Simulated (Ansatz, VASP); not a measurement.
## Two plane-wave programs on W

```
CELL_PARAMETERS angstrom
-1.67717 1.67717 1.55737
1.67717 -1.67717 1.55737
1.67717 1.67717 -1.55737
ATOMIC_POSITIONS crystal
W 0.00000 0.00000 0.00000
```

Change from the starting cell: strain +0.050 along x and y, -0.025 along z, atoms carried along.

Alike in both runs: task single point; functional r2SCAN; k mesh 20 × 20 × 20; occupations gaussian, width 0.15 eV; no spin polarisation.

|  | VASP | Ansatz |
| --- | --- | --- |
| version | VASP 6.6.1 | Ansatz 0.2.0 |
| potentials or method | VASP PAW PBE potentials, release 64 (W_sv), cutoff 520 eV | scalar-relativistic, plane waves, PAW |
| valence electrons in the cell | 14 | 14 |

Ansatz gave:

| Quantity | Value |
| --- | --- |
| gap on the k mesh at the Fermi level (eV) | none |
| pressure (GPa) | -24.5 |
| traceless stress, the component that is largest in VASP (GPa) | 14.07 |

Problem. Which values does VASP return?

Solution. gap on the k mesh at the Fermi level (eV): none; pressure (GPa): -23.7; traceless stress, the component that is largest in VASP (GPa): 14.04.

VASP's potentials were made for PBE, not for r2SCAN. A gap of «none» marks a metal or a gap that the smearing closes.

Spin-orbit coupling is off throughout.
